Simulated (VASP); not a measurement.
A run of VASP 6.6.1 is set up as follows.

Contents of INCAR:

```
SYSTEM = AlGa3N4
PREC = Accurate
ENCUT = 520
EDIFF = 1E-6
ISMEAR = 0
SIGMA = 0.05
LREAL = .False.
LASPH = .True.
NELM = 100
ALGO = Normal
ISIF = 2
LWAVE = .False.
LCHARG = .False.
GGA = CA
NBANDS = 41
```

File KPOINTS:

```
regular mesh
0
Gamma
  6 6 6
  0 0 0
```

Contents of POSCAR:

```
AlGa3N4
1.0
    4.4710196873      0.1033646631      0.1033646631
    0.1033646631      4.4710196873      0.1033646631
    0.1033646631      0.1033646631      4.4710196873
Al Ga N
1 3 4
Direct
    0.0000000000      0.0000000000      0.0000000000
    0.5000000000      0.5000000000      0.0000000000
    0.5000000000      0.0000000000      0.5000000000
    0.0000000000      0.5000000000      0.5000000000
    0.7548078379      0.7548078379      0.2451921621
    0.7548078379      0.2451921621      0.7548078379
    0.2451921621      0.7548078379      0.7548078379
    0.2451921621      0.2451921621      0.2451921621
```

Potentials or basis: VASP PAW LDA potentials, release 64 (Al, Ga_d, N).

The run is started by

```console
$ cat potpaw_LDA.64/Al/POTCAR potpaw_LDA.64/Ga_d/POTCAR potpaw_LDA.64/N/POTCAR > POTCAR
$ mpirun -np 1 vasp_std > vasp.out
```

(1) Estimate the largest force.

(2) Estimate the pressure.

(3) Estimate the band gap on the k mesh.

Results:

(1) 0.543 eV/Å.

(2) -3.3 GPa.

(3) 2.13 eV.

Caveat: the cell stands under tension.
